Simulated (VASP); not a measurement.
# Sc2SiS (P4/mmm) in VASP: density of states with PBE

Aim: the density of states of Sc2SiS with PBE.

All numbers are computed with VASP 6.6.1; they aren't measurements. Logs are shortened: lines on timing, memory, paths and dates and some standing lists are left out, and cuts for length are marked.

**1. The cell of the first run**

It takes space group P4/mmm (No. 123, tetragonal). Conventional cell: a = 3.710 Å, b = 3.710 Å, c = 6.453 Å, α = 90.00°, β = 90.00°, γ = 90.00°. Within 3.5 Å of Sc (site symmetry 4/mmm) lie 4 S at 2.62 Å and 2 Sc at 3.23 Å. Sc (site symmetry 4/mmm) has 4 Si at 2.62 Å and 2 Sc at 3.23 Å within 3.5 Å. Si (site symmetry 4/mmm) has 4 Sc at 2.62 Å and 2 S at 3.23 Å within 3.5 Å. Within 3.5 Å of S (site symmetry 4/mmm) lie 4 Sc at 2.62 Å and 2 Si at 3.23 Å.

**2. Density of states, PBE**

The input, POSCAR:

```
Sc2SiS
1.0
    3.7096704086      0.0000000000      0.0000000000
    0.0000000000      3.7096704086      0.0000000000
    0.0000000000      0.0000000000      6.4526873624
Sc Si S
2 1 1
Direct
    0.0000000000      0.0000000000      0.5000000000
    0.0000000000      0.0000000000      0.0000000000
    0.5000000000      0.5000000000      0.0000000000
    0.5000000000      0.5000000000      0.5000000000
```

The input, INCAR.step1:

```
SYSTEM = Sc2SiS
  PREC = Accurate
  ENCUT = 520
  EDIFF = 1E-6
  ISMEAR = 0
  SIGMA = 0.1
  LREAL = .FALSE.
  LASPH = .TRUE.
  NELM = 80
  ALGO = Normal
  ISIF = 2
  LWAVE = .FALSE.
  LCHARG = .TRUE.
  LMAXMIX = 4
  GGA = PE
  NBANDS = 24
```

The input, KPOINTS.step1:

```
regular mesh
0
G
  12 12 8
  0 0 0
```

The input, INCAR.step2:

```
SYSTEM = Sc2SiS
  PREC = Accurate
  ENCUT = 520
  EDIFF = 1E-6
  ISMEAR = -5
  SIGMA = 0.1
  LREAL = .FALSE.
  LASPH = .TRUE.
  NELM = 80
  ALGO = Normal
  ISIF = 2
  LWAVE = .FALSE.
  LCHARG = .FALSE.
  LMAXMIX = 4
  GGA = PE
  LORBIT = 11
  NBANDS = 24
  NEDOS = 1001
  ICHARG = 11
```

The input, KPOINTS.step2:

```
regular mesh
0
G
  18 18 12
  0 0 0
```

Potentials or basis: VASP PAW PBE potentials, release 64 (Sc_sv, Si, S).

On the command line:

```console
$ cat potpaw_PBE.64/Sc_sv/POTCAR potpaw_PBE.64/Si/POTCAR potpaw_PBE.64/S/POTCAR > POTCAR
$ cp INCAR.step1 INCAR
$ cp KPOINTS.step1 KPOINTS
$ mpirun -np 1 vasp_std > vasp.out
$ cp INCAR.step2 INCAR
$ cp KPOINTS.step2 KPOINTS
$ mpirun -np 1 vasp_std > vasp.out
```

OUTCAR:

```text
SYSTEM = Sc2SiS
   PREC = Accurate
   ENCUT = 520
   EDIFF = 1E-6
   ISMEAR = -5
   LREAL = .FALSE.
   LASPH = .TRUE.
   NELM = 80
   ISIF = 2
   GGA = PE
   LORBIT = 11
   ICHARG = 11

 ion  position               nearest neighbor table
   1  0.000  0.000  0.500-   4 2.62   4 2.62   4 2.62   4 2.62   2 3.23   2 3.23
   2  0.000  0.000  0.000-   3 2.62   3 2.62   3 2.62   3 2.62   1 3.23   1 3.23
   3  0.500  0.500  0.000-   2 2.62   2 2.62   2 2.62   2 2.62
   4  0.500  0.500  0.500-   1 2.62   1 2.62   1 2.62   1 2.62

  LATTYP: Found a simple tetragonal cell.
 ALAT       =     3.7096704086
 C/A-ratio  =     1.7394233589

  Lattice vectors:

 A1 = (   3.7096704086,   0.0000000000,   0.0000000000)
 A2 = (   0.0000000000,   3.7096704086,   0.0000000000)
 A3 = (   0.0000000000,   0.0000000000,   6.4526873624)

Analysis of symmetry for initial positions (statically):
=====================================================================
 Subroutine PRICEL returns:
 Original cell was already a primitive cell.

 Routine SETGRP: Setting up the symmetry group for a
 simple tetragonal supercell.

 Subroutine GETGRP returns: Found 16 space group operations
 (whereof 16 operations were pure point group operations)
 out of a pool of 16 trial point group operations.

The static configuration has the point symmetry D_4h.

Analysis of symmetry for dynamics (positions and initial velocities):
=====================================================================
 Subroutine PRICEL returns:
 Original cell was already a primitive cell.

 Routine SETGRP: Setting up the symmetry group for a
 simple tetragonal supercell.

 Subroutine GETGRP returns: Found 16 space group operations
 (whereof 16 operations were pure point group operations)
 out of a pool of 16 trial point group operations.

The dynamic configuration has the point symmetry D_4h.

 Subroutine INISYM returns: Found 16 space group operations
 (whereof 16 operations are pure point group operations),
 and found     1 'primitive' translations

----------------------------------------------------------------------------------------

                                     Primitive cell

  volume of cell :      88.7997

  direct lattice vectors                    reciprocal lattice vectors
     3.709670409  0.000000000  0.000000000     0.269565727  0.000000000  0.000000000
[... 93 lines left out ...]
   LREAL  =      F    real-space projection
   EDIFFG = 0.1E-04   stopping-criterion for IOM
   NSW    =      0    number of steps for IOM
   IBRION =     -1    ionic relax: 0-MD 1-quasi-New 2-CG
   NFREE  =      0    steps in history (QN), initial steepest desc. (CG)
   ISIF   =      2    stress and relaxation
   ISYM   =      2    0-nonsym 1-usesym 2-fastsym
   POTIM  = 0.5000    time-step for ionic-motion
   TEBEG  =    0.0;   TEEND  =   0.0 temperature during run
   PSTRESS=    0.0 pullay stress
   NELECT =      32.0000    total number of electrons
   NUPDOWN=      -1.0000    fix difference up-down
   EMIN   =  10.00;   EMAX   =-10.00  energy-range for DOS
   EFERMI =   0.00;   METHOD = LEGACY
   ISMEAR =    -5;   SIGMA  =   0.10  broadening in eV -4-tet -1-fermi 0-gaus
   EFERMI_NEDOS =   21; number of points for ismear=-14 and -15
   IALGO  =     38    algorithm
   IMIX   =      4    mixing-type and parameters
     AMIX     =   0.40;   BMIX     =  1.00
     AMIX_MAG =   1.60;   BMIX_MAG =  1.00
  volume/ion in A,a.u.               =      22.20       149.81
  Fermi-wavevector in a.u.,A,eV,Ry     =   1.164987  2.201506 18.465754  1.357195
  Thomas-Fermi vector in A             =   2.301518
   LORBIT       =     11    0 simple, 1 ext, 2 COOP (PROOUT), +10 PAW based schemes
   GGA     = PE    functional components
   LHFCALC =     F    Hartree Fock is set to
   AEXX    =    0.0000 exact exchange contribution
   IVDW    =     0    specifies the selected vdW correction
   LEPSILON=     F    determine dielectric tensor
   LRPA    =     F    only Hartree local field effects (RPA)
 non-spin polarized calculation
 Fermi weights with tetrahedron method with Bloechl corrections
  energy-cutoff  :      520.00
  volume of cell :       88.80
 maximum number of plane-waves:      2420
 NGX is ok and might be reduce to    28

 number of electron      32.0000015 magnetization

 Free energy of the ion-electron system (eV)
  ---------------------------------------------------
  ext. energy  EPLUGINS =         0.00000000
  ---------------------------------------------------
  free energy    TOTEN  =       -23.84247085 eV

  energy without entropy =      -23.84247085  energy(sigma->0) =      -23.84247085

 E-fermi :   4.7413     XC(G=0):  -9.7111

 val. band max:        4.7863880148   @ k =   0.1667   0.0556   0.5000
 cond. band min:       4.6731073256   @ k =   0.5000   0.1111   0.2500
 fundamental gap:     -0.1132806892
 Fermi energy:         4.7412674983

 k-point     1 :       0.0000    0.0000    0.0000
  band No.  band energies     occupation
      1     -45.5466      2.00000
      2     -44.2032      2.00000
      3     -24.1901      2.00000
      4     -24.1901      2.00000
      5     -24.1419      2.00000
      6     -23.0870      2.00000
[... 637 lines left out ...]
     23       7.6558      0.00000
     24       7.6767      0.00000

 [... further k-points ...]
[... 5 lines left out ...]
  --------------------------------------------------------------------------------------
  -------------------------------------------------------------------------------------
  Total       -0.0204713     -0.0204713      0.1957939      0.0000000      0.0000000     -0.0000000
  in kB       -0.3693556     -0.3693556      3.5326331      0.0000000      0.0000000     -0.0000000
  external PRESSURE =       0.9313073 kB  Pullay stress =       0.0000000 kB

 VOLUME and BASIS-vectors are now :
 -----------------------------------------------------------------------------
  energy-cutoff  :      520.00
  volume of cell :       88.80
      direct lattice vectors                 reciprocal lattice vectors
     3.709670409  0.000000000  0.000000000     0.269565727  0.000000000  0.000000000
     0.000000000  3.709670409  0.000000000     0.000000000  0.269565727  0.000000000
     0.000000000  0.000000000  6.452687362     0.000000000  0.000000000  0.154974190

 POSITION                                       TOTAL-FORCE (eV/Angst)
 -----------------------------------------------------------------------------------
      0.00000      0.00000      3.22634         0.000000      0.000000      0.000000
      0.00000      0.00000      0.00000         0.000000      0.000000      0.000000
      1.85484      1.85484      0.00000         0.000000      0.000000      0.000000
      1.85484      1.85484      3.22634         0.000000      0.000000      0.000000
 -----------------------------------------------------------------------------------
    total drift:                               -0.000000     -0.000000      0.000000

  FREE ENERGIE OF THE ION-ELECTRON SYSTEM (eV)
  ---------------------------------------------------
  free  energy   TOTEN  =       -23.8424708536 eV

  energy  without entropy=      -23.8424708536  energy(sigma->0) =      -23.84247085

 total charge

# of ion       s       p       d       tot
------------------------------------------
    1        2.181   6.082   1.082   9.345
    2        2.227   6.144   1.168   9.539
    3        0.855   0.829   0.000   1.684
    4        1.342   2.383   0.000   3.725
--------------------------------------------------
tot          6.605  15.438   2.250  24.292
```

OUTCAR.step1:

```text
SYSTEM = Sc2SiS
   PREC = Accurate
   ENCUT = 520
   EDIFF = 1E-6
   ISMEAR = 0
   LREAL = .FALSE.
[... 879 lines left out ...]
      0.00000      0.00000      0.00000         0.000000      0.000000      0.000000
      1.85484      1.85484      0.00000         0.000000      0.000000      0.000000
      1.85484      1.85484      3.22634         0.000000      0.000000      0.000000
 -----------------------------------------------------------------------------------
    total drift:                               -0.000000      0.000000      0.000000

  FREE ENERGIE OF THE ION-ELECTRON SYSTEM (eV)
  ---------------------------------------------------
  free  energy   TOTEN  =       -23.8467694773 eV

  energy  without entropy=      -23.8318816822  energy(sigma->0) =      -23.83932558
```

Wall time 17 min (1 thread of Intel Xeon 8259CL, shared host); peak memory 0.78 GiB.

What came out:

| Quantity | Value |
| --- | --- |
| Valence electrons inside the program's atomic spheres | Sc 9.35, 9.54; Si 1.68; S 3.73 |

Levels at points of the mesh, in eV from the Fermi level:
```csv
k point,band 14,band 15,band 16,band 17,band 18,band 19
"(0.00, 0.00, 0.00)",-0.88,-0.81,0.29,0.88,1.02,1.02
"(0.50, 0.00, 0.00)",-3.22,-0.61,-0.25,0.54,1.01,1.39
"(0.50, 0.50, 0.00)",-1.22,-1.22,-0.62,-0.62,-0.37,2.25
"(0.00, 0.00, 0.50)",-1.99,-0.78,0.13,0.89,1.03,1.03
"(0.50, 0.00, 0.50)",-2.99,-1.18,-0.66,0.16,0.79,1.66
"(0.50, 0.50, 0.50)",-1.82,-1.82,0.78,0.93,0.93,0.98
```

Caveat: tetrahedron occupations give inexact forces and stress in metals.
